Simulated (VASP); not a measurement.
# CuW18Se36 (a cell with a defect) in VASP: notebook

CuW18Se36 (a cell with a defect) is run at these levels: PBE; tasks: single point.

Program: VASP 6.6.1. These are calculated values, not measurements. Logs are shortened: lines on timing, memory, paths and dates and some standing lists are left out, and cuts for length are marked.

## 1. The cell of the first run

The cell holds a defect, 55 atoms: a = 9.750 Å, b = 9.750 Å, c = 12.826 Å, α = 90.00°, β = 90.00°, γ = 120.00°.

## 2. Single point, PBE, collinear spin

File INCAR:

```
SYSTEM = CuW18Se36
ALGO = Normal
EDIFF = 1E-6
ENCUT = 520
GGA = PE
GGA_COMPAT = .False.
ISIF = 2
ISMEAR = -1
ISPIN = 2
LASPH = .True.
LCHARG = .False.
LMAXMIX = 4
LORBIT = 11
LREAL = Auto
LWAVE = .False.
MAGMOM = 0 0.01 0.06 0.01 0.01 0.03 0 0.06 0.12 0.04 0.02 0.03 0.02 0.01 0.06 0.04 0.02 0.02 0 0 0 0 0 0 0 0 0 0 0 0 0 0 0.01 0 0 0 0 0.01 0 0 0 0 0 0 0 0 0 0 0 0 0 0 0 0 0.03
NBANDS = 276
NCORE = 4
NELM = 200
NUPDOWN = 1.0
PREC = Accurate
SIGMA = 0.01
```

File KPOINTS:

```
k-points
0
Gamma
  1 1 1
  0 0 0
```

File POSCAR:

```
CuW18Se36
1.0
    9.7497821400      0.0000000800      0.0000000000
   -4.8748911500      8.4435589800      0.0000000000
    0.0000000000      0.0000000000     12.8261208300
W Se Cu
18 36 1
Direct
    0.2221606049      0.1112352012      0.7471379014
    0.1115255480      0.2221975349      0.2523407539
    0.2194747814      0.4431207257      0.7446463453
    0.1115146244      0.5560340139      0.2522878151
    0.2222375773      0.7776204321      0.7470996201
    0.1143844896      0.8905917527      0.2545857819
    0.5560359154      0.1113462887      0.7471327556
    0.4432138927      0.2194141083      0.2546432427
    0.5554847733      0.4442196667      0.7462019988
    0.4444091568      0.5555404985      0.2532615311
    0.5555906860      0.7778358594      0.7461220837
    0.4431457846      0.8905006742      0.2545962293
    0.8904959843      0.1141969791      0.7446521927
    0.7777113649      0.2221640119      0.2523257845
    0.8905162861      0.4429737434      0.7446489181
    0.7782085033      0.5555618133      0.2532597379
    0.8892257890      0.7779018237      0.7461312837
    0.7781473464      0.8893144414      0.2533554021
    0.1108072250      0.2228819619      0.8771763614
    0.2221031248      0.1117268186      0.3849879527
    0.1118339810      0.2218777645      0.6143463097
    0.2229311485      0.1109307088      0.1221197758
    0.1107893690      0.5547209420      0.8771654461
    0.2214793679      0.4441263443      0.3835250007
    0.1117926455      0.5566926224      0.6143134861
    0.2229459162      0.4448483147      0.1216065263
    0.1106614575      0.8886452986      0.8778334579
    0.2220072810      0.7770679399      0.3849654986
    0.1120304476      0.8893409768      0.6159740817
    0.2228901283      0.7788250189      0.1220549861
    0.4448184967      0.2227306008      0.8779235865
    0.5566323283      0.1117013522      0.3849789867
    0.4441803055      0.2214632442      0.6159987189
    0.5549728891      0.1108436570      0.1221184504
    0.4420303690      0.5543758237      0.8760547440
    0.5555704813      0.4440437930      0.3834222416
    0.4442001765      0.5553559791      0.6158006855
    0.5546011546      0.4422007313      0.1233760403
    0.4449169166      0.8886979983      0.8778265190
    0.5554773883      0.7781204550      0.3835132278
    0.4442316162      0.8893188266      0.6159798512
    0.5546871177      0.7791639723      0.1234366198
    0.7789209917      0.2228416882      0.8772358493
    0.8896800319      0.1122212720      0.3835711565
    0.7769695462      0.2217926045      0.6143016353
    0.8889169229      0.1107412089      0.1216577499
    0.7792280901      0.5543939408      0.8760315881
    0.8896786350      0.4440954268      0.3835172821
    0.7780418973      0.5552772177      0.6158690616
    0.8888442855      0.4447151892      0.1215950653
    0.7791986648      0.8914712333      0.8759726459
    0.8897127324      0.7781193860      0.3835030143
    0.7782008398      0.8894454288      0.6158247770
    0.8915369366      0.7791369663      0.1234068368
    0.6668812977      0.6668781446     -0.0003894396
```

Potentials or basis: VASP PAW PBE potentials, release 64 (W_sv, Se, Cu).

Started as:

```console
$ cat potpaw_PBE.64/W_sv/POTCAR potpaw_PBE.64/Se/POTCAR potpaw_PBE.64/Cu/POTCAR > POTCAR
$ mpirun -np 4 vasp_gam > vasp.out
```

OUTCAR:

```text
SYSTEM = CuW18Se36
   EDIFF = 1E-6
   ENCUT = 520
   GGA = PE
   ISIF = 2
   ISMEAR = -1
   ISPIN = 2
   LASPH = .True.
   LORBIT = 11
   LREAL = Auto
   NELM = 200
   NUPDOWN = 1.0
   PREC = Accurate

 ion  position               nearest neighbor table
   1  0.222  0.111  0.747-  19 2.52  29 2.52  27 2.52  33 2.52  31 2.52  21 2.53  17 3.25   9 3.25
                            13 3.25   3 3.25   5 3.25   7 3.25
   2  0.112  0.222  0.252-  22 2.51  44 2.52  46 2.52  24 2.52  26 2.52  20 2.53   6 3.25   8 3.25
                            10 3.25  18 3.25  14 3.25   4 3.25
   3  0.219  0.443  0.745-  21 2.51  25 2.51  37 2.52  19 2.52  23 2.52  35 2.52  15 3.21  13 3.21
                             5 3.25   1 3.25  11 3.27   9 3.27
   4  0.112  0.556  0.252-  30 2.52  48 2.52  26 2.52  24 2.52  50 2.52  28 2.53  12 3.25  16 3.25
                            10 3.25   6 3.25  14 3.25   2 3.25
   5  0.222  0.778  0.747-  23 2.51  29 2.52  41 2.52  27 2.52  39 2.52  25 2.53   3 3.25  17 3.25
                            15 3.25  11 3.25   1 3.25   7 3.25
   6  0.114  0.891  0.255-  28 2.51  20 2.51  52 2.52  22 2.52  30 2.52  54 2.52  12 3.21   8 3.21
                             2 3.25   4 3.25  18 3.27  16 3.27
   7  0.556  0.111  0.747-  43 2.52  33 2.52  39 2.52  41 2.52  31 2.52  45 2.53  13 3.25  15 3.25
                             9 3.25  11 3.25   5 3.25   1 3.25
   8  0.443  0.219  0.255-  20 2.51  32 2.51  36 2.52  22 2.52  34 2.52  38 2.52   6 3.21  12 3.21
                             2 3.25  14 3.25  10 3.27  16 3.27
   9  0.555  0.444  0.746-  37 2.51  49 2.52  33 2.52  35 2.52  47 2.52  31 2.52   7 3.25   1 3.25
[... 40 lines left out ...]
  40  0.555  0.778  0.384-  18 2.51  10 2.51  12 2.52
  41  0.444  0.889  0.616-  11 2.52   5 2.52   7 2.52
  42  0.555  0.779  0.123-  55 2.47  18 2.52  10 2.52  12 2.52
  43  0.779  0.223  0.877-   7 2.52  15 2.52  13 2.52
  44  0.890  0.112  0.384-  18 2.52   2 2.52  14 2.52
  45  0.777  0.222  0.614-  13 2.51  15 2.51   7 2.53
  46  0.889  0.111  0.122-  14 2.52   2 2.52  18 2.52
  47  0.779  0.554  0.876-  55 2.47  17 2.52   9 2.52  15 2.53
  48  0.890  0.444  0.384-  16 2.52   4 2.52  14 2.52
  49  0.778  0.555  0.616-  17 2.51   9 2.52  15 2.52
  50  0.889  0.445  0.122-  14 2.52   4 2.52  16 2.52
  51  0.779  0.891  0.876-  55 2.47  17 2.52  11 2.52  13 2.52
  52  0.890  0.778  0.384-  16 2.51  18 2.51   6 2.52
  53  0.778  0.889  0.616-  17 2.51  11 2.52  13 2.52
  54  0.892  0.779  0.123-  55 2.47  16 2.52  18 2.52   6 2.52
  55  0.667  0.667  1.000-  51 2.47  42 2.47  35 2.47  47 2.47  38 2.47  54 2.47

  LATTYP: Found a hexagonal cell.
 ALAT       =     9.7497821400
 C/A-ratio  =     1.3155289673

  Lattice vectors:

 A1 = (   9.7497821400,   0.0000000800,   0.0000000000)
 A2 = (  -4.8748911500,   8.4435589800,   0.0000000000)
 A3 = (   0.0000000000,   0.0000000000,  12.8261208300)

Analysis of symmetry for initial positions (statically):
=====================================================================
 Subroutine PRICEL returns:
 Original cell was already a primitive cell.

 Routine SETGRP: Setting up the symmetry group for a
 hexagonal supercell.

 Subroutine GETGRP returns: Found  1 space group operations
 (whereof  1 operations were pure point group operations)
 out of a pool of 24 trial point group operations.

The static configuration has the point symmetry C_1 .

Analysis of symmetry for dynamics (positions and initial velocities):
=====================================================================
 Subroutine PRICEL returns:
 Original cell was already a primitive cell.

 Routine SETGRP: Setting up the symmetry group for a
 hexagonal supercell.

 Subroutine GETGRP returns: Found  1 space group operations
 (whereof  1 operations were pure point group operations)
 out of a pool of 24 trial point group operations.

The dynamic configuration has the point symmetry C_1 .

Analysis of structural, dynamic, and magnetic symmetry:
=====================================================================
 Subroutine PRICEL returns:
 Original cell was already a primitive cell.

[... 176 lines left out ...]
   ions per type =              18  36   1
   NGX,Y,Z   is equivalent  to a cutoff of  13.64, 13.64, 12.44 a.u.
   NGXF,Y,Z  is equivalent  to a cutoff of  27.28, 27.28, 24.89 a.u.
 SYSTEM =  CuW18Se36
   PREC   = accura    normal or accurate (medium, high low for compatibility)
   ISTART =      0    job   : 0-new  1-cont  2-samecut
   ICHARG =      2    charge: 1-file 2-atom 10-const
   ISPIN  =      2    spin polarized calculation?
   LNONCOLLINEAR =      F non collinear calculations
   LSORBIT =      F    spin-orbit coupling
   LASPH  =      T    aspherical Exc in radial PAW
   ENCUT  =  520.0 eV  38.22 Ry    6.18 a.u.  18.13 18.13 23.85*2*pi/ulx,y,z
   NELM   =    200;   NELMIN=  2; NELMDL= -5     # of ELM steps
   EDIFF  = 0.1E-05   stopping-criterion for ELM
   LREAL  =      T    real-space projection
   EDIFFG = 0.1E-04   stopping-criterion for IOM
   NSW    =      0    number of steps for IOM
[... 5 lines left out ...]
   TEBEG  =    0.0;   TEEND  =   0.0 temperature during run
   PSTRESS=    0.0 pullay stress
   NELECT =     479.0000    total number of electrons
   NUPDOWN=       1.0000    fix difference up-down
   EMIN   =  10.00;   EMAX   =-10.00  energy-range for DOS
   EFERMI =   0.00;   METHOD = LEGACY
   ISMEAR =    -1;   SIGMA  =   0.01  broadening in eV -4-tet -1-fermi 0-gaus
   EFERMI_NEDOS =   21; number of points for ismear=-14 and -15
   IALGO  =     38    algorithm
   IMIX   =      4    mixing-type and parameters
     AMIX     =   0.40;   BMIX     =  1.00
     AMIX_MAG =   1.60;   BMIX_MAG =  1.00
  volume/ion in A,a.u.               =      19.20       129.55
  Fermi-wavevector in a.u.,A,eV,Ry     =   1.257906  2.377097 21.528861  1.582327
  Thomas-Fermi vector in A             =   2.391542
   LORBIT       =     11    0 simple, 1 ext, 2 COOP (PROOUT), +10 PAW based schemes
   GGA     = PE    functional components
   LHFCALC =     F    Hartree Fock is set to
   AEXX    =    0.0000 exact exchange contribution
   IVDW    =     0    specifies the selected vdW correction
   LEPSILON=     F    determine dielectric tensor
   LRPA    =     F    only Hartree local field effects (RPA)
 spin polarized calculation
  energy-cutoff  :      520.00
  volume of cell :     1055.88
 maximum number of plane-waves:     14202
 NGX is ok and might be reduce to    80
   NGX = 37   NGY = 37   NGZ = 47

 number of electron     479.0000019 magnetization       0.9997356

 Free energy of the ion-electron system (eV)
  ---------------------------------------------------
  ext. energy  EPLUGINS =         0.00000000
  ---------------------------------------------------
  free energy    TOTEN  =      -386.69369603 eV

  energy without entropy =     -386.69369603  energy(sigma->0) =     -386.69369603

 E-fermi :   7.3171     XC(G=0): -11.0396

 val. band max:        7.8795068436   @ k =   0.0000   0.0000   0.0000
 cond. band min:       7.9657179978   @ k =   0.0000   0.0000   0.0000
 fundamental gap:      0.0862111543
 Fermi energy:         8.0978865751

 spin component 1

 k-point     1 :       0.0000    0.0000    0.0000
  band No.  band energies     occupation
      1     -67.3009      1.00000
      2     -67.3004      1.00000
      3     -67.2951      1.00000
      4     -67.2948      1.00000
      5     -67.2945      1.00000
      6     -67.2944      1.00000
[... 243 lines left out ...]
    250       8.5266      0.00000
    251       8.5752      0.00000
 Fermi energy:         7.3170927764

 spin component 2

 k-point     1 :       0.0000    0.0000    0.0000
  band No.  band energies     occupation
      1     -67.2958      1.00000
      2     -67.2952      1.00000
      3     -67.2908      1.00000
      4     -67.2905      1.00000
      5     -67.2901      1.00000
      6     -67.2899      1.00000
[... 243 lines left out ...]
    250       8.5462      0.00000
    251       8.5865      0.00000
 [bands above 251 left out]

------------------------ aborting loop because EDIFF is reached ----------------------------------------

  FORCE on cell =-STRESS in cart. coord.  units (eV):
  Direction    XX          YY          ZZ          XY          YZ          ZX
  --------------------------------------------------------------------------------------
  -------------------------------------------------------------------------------------
  Total       59.3648731     59.3905730     52.5789850     -0.0032824      0.0009887      0.0258846
  in kB       90.0791635     90.1181601     79.7823821     -0.0049806      0.0015002      0.0392768
  external PRESSURE =      86.6599019 kB  Pullay stress =       0.0000000 kB

 VOLUME and BASIS-vectors are now :
 -----------------------------------------------------------------------------
  energy-cutoff  :      520.00
  volume of cell :     1055.88
      direct lattice vectors                 reciprocal lattice vectors
     9.749782140  0.000000080  0.000000000     0.102566394  0.059216736  0.000000000
    -4.874891150  8.443558980  0.000000000    -0.000000001  0.118433471  0.000000000
     0.000000000  0.000000000 12.826120830     0.000000000  0.000000000  0.077965896

 POSITION                                       TOTAL-FORCE (eV/Angst)
 -----------------------------------------------------------------------------------
      1.62376      0.93922      9.58288         0.007426      0.013377      0.013934
      0.00416      1.87614      3.23655        -0.007885      0.012309     -0.013153
     -0.02033      3.74152      9.55092        -0.001969      0.000666      0.005507
     -1.62336      4.69491      3.23587        -0.000902     -0.003805     -0.012701
     -1.62405      6.56588      9.58239         0.003071     -0.001072      0.015180
     -3.22631      7.51976      3.26535        -0.001954     -0.005389     -0.000913
[... 47 lines left out ...]
      4.89408      6.57869      1.58283        -0.003769     -0.003692     -0.035984
      3.25099      5.63082     12.82113         0.001191     -0.002036      0.002422
 -----------------------------------------------------------------------------------
    total drift:                               -0.021811     -0.043373     -0.006927

  FREE ENERGIE OF THE ION-ELECTRON SYSTEM (eV)
  ---------------------------------------------------
  free  energy   TOTEN  =      -386.6936960281 eV

  energy  without entropy=     -386.6936960279  energy(sigma->0) =     -386.69369603

 total charge

# of ion       s       p       d       tot
------------------------------------------
    1        2.305   6.284   3.441  12.031
    2        2.305   6.285   3.442  12.032
    3        2.305   6.284   3.455  12.044
    4        2.305   6.285   3.442  12.031
    5        2.305   6.285   3.442  12.031
    6        2.305   6.284   3.455  12.044
[... 47 lines left out ...]
   54        1.466   2.392   0.087   3.945
   55        0.437   0.308   9.301  10.047
--------------------------------------------------
tot         94.992 198.883  74.120 367.994

 magnetization (x)

# of ion       s       p       d       tot
------------------------------------------
    1        0.000  -0.000   0.008   0.008
    2        0.000  -0.000   0.008   0.008
    3        0.001   0.001   0.055   0.057
    4        0.000  -0.000   0.008   0.008
    5        0.000  -0.000   0.008   0.008
    6        0.001   0.001   0.055   0.057
[... 47 lines left out ...]
   54        0.004  -0.001   0.004   0.007
   55        0.084   0.003  -0.006   0.082
--------------------------------------------------
tot          0.120   0.007   0.600   0.728
```

Wall time 7.9 min (4 MPI ranks of AMD EPYC 7R43 (Zen 3), shared host); peak memory 0.51 GiB.

What came out:

```yaml
Free_energy: -386.6937 eV
Pressure: 8.7 GPa
Largest_force: 0.059 eV/Å
Net_moment: 1.00 μB per cell
Site_moments: W +0.01, +0.06, +0.03 (each value once); Se -0.00, +0.00, +0.01 (each value once); Cu +0.08 μB
Valence_electrons_inside_the_program's_atomic_spheres: W 12.03, 12.04 (each value once); Se 3.92, 3.94 (each value once); Cu 10.05
```

Forces on the atoms (eV/Å):
```
W    0.007  0.013  0.014
W   -0.008  0.012 -0.013
W   -0.002  0.001  0.006
W   -0.001 -0.004 -0.013
W    0.003 -0.001  0.015
W   -0.002 -0.005 -0.001
W    0.000 -0.001  0.010
W    0.003 -0.001 -0.020
W    0.009  0.008  0.015
W   -0.001  0.005 -0.007
W   -0.001  0.011  0.014
W    0.009  0.003  0.003
W    0.009  0.002  0.009
W    0.007  0.007 -0.005
W   -0.002  0.006  0.008
W   -0.001 -0.005 -0.012
W    0.000  0.005  0.011
W    0.011 -0.005 -0.017
Se   0.004 -0.008  0.053
Se   0.000 -0.001  0.059
Se  -0.006  0.003 -0.047
Se   0.003 -0.001 -0.052
Se   0.006  0.002  0.057
Se   0.013  0.010  0.035
Se   0.003  0.002 -0.046
Se   0.000  0.000 -0.051
Se   0.004  0.004  0.045
Se   0.012 -0.006  0.050
Se   0.005  0.003 -0.059
Se   0.003 -0.006 -0.051
Se   0.002  0.000  0.041
Se   0.010  0.001  0.052
Se   0.000 -0.006 -0.048
Se  -0.003 -0.003 -0.057
Se  -0.002 -0.008  0.038
Se   0.001  0.003  0.057
Se  -0.008 -0.002 -0.038
Se   0.002 -0.006 -0.041
Se   0.001 -0.003  0.046
Se  -0.007  0.003  0.044
Se  -0.012  0.005 -0.047
Se  -0.013 -0.005 -0.040
Se  -0.007 -0.009  0.054
Se  -0.006 -0.008  0.044
Se  -0.014  0.007 -0.049
Se  -0.001 -0.004 -0.049
Se  -0.006 -0.015  0.034
Se  -0.013  0.000  0.034
Se   0.000 -0.003 -0.042
Se   0.005  0.009 -0.050
Se  -0.006 -0.002  0.036
Se  -0.004  0.004  0.049
Se  -0.007 -0.006 -0.045
Se  -0.004 -0.004 -0.036
Cu   0.001 -0.002  0.002
```

Caveat: the k points lie up to 0.74 Å⁻¹ apart; spin-orbit coupling is left out, which moves the levels of the heavy elements; the total moment is fixed, so each spin has its own Fermi level.

[end of part 1 of 2]
